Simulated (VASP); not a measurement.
Runs of VASP 6.6.1 on TcRh. The structure is that of space group P-6m2 (No. 187), or close to it. The cells are those of the table. 

| cell | gap on the mesh (eV) | pressure (GPa) |
| --- | --- | --- |
| a = 2.698, b = 2.698, c = 4.292 Å, angles 90.0, 90.0, 120.0°, 2 atoms | none | -2.1 |
| a = 2.647, b = 2.647, c = 4.212 Å, angles 90.0, 90.0, 120.0°, 2 atoms | none | (a) |
| a = 2.770, b = 2.770, c = 4.407 Å, angles 90.0, 90.0, 120.0°, 2 atoms | none | -23.5 |
| a = 2.673, b = 2.673, c = 4.253 Å, angles 90.0, 90.0, 120.0°, 2 atoms | none | 7.7 |
| a = 2.722, b = 2.722, c = 4.331 Å, angles 90.0, 90.0, 120.0°, 2 atoms | none | (b) |
| a = 2.793, b = 2.793, c = 4.444 Å, angles 90.0, 90.0, 120.0°, 2 atoms | none | -28.7 |
| a = 2.746, b = 2.746, c = 4.369 Å, angles 90.0, 90.0, 120.0°, 2 atoms | none | -17.5 |

Alike in all rows: task single point; level LDA; potentials or basis VASP PAW LDA potentials, release 64 (Tc_pv, Rh_pv); no spin polarisation; k mesh 12 × 12 × 7; cutoff (eV) 520; smearing fermi-dirac 0.1 eV.

**Question.** Estimate the missing entries.

**Answer.** (a) 19.1; (b) -10.4.

A k mesh can miss the band edges, and the runs leave out spin-orbit coupling on Rh, Tc.

A gap of «none» marks levels without a gap at the run's occupations.
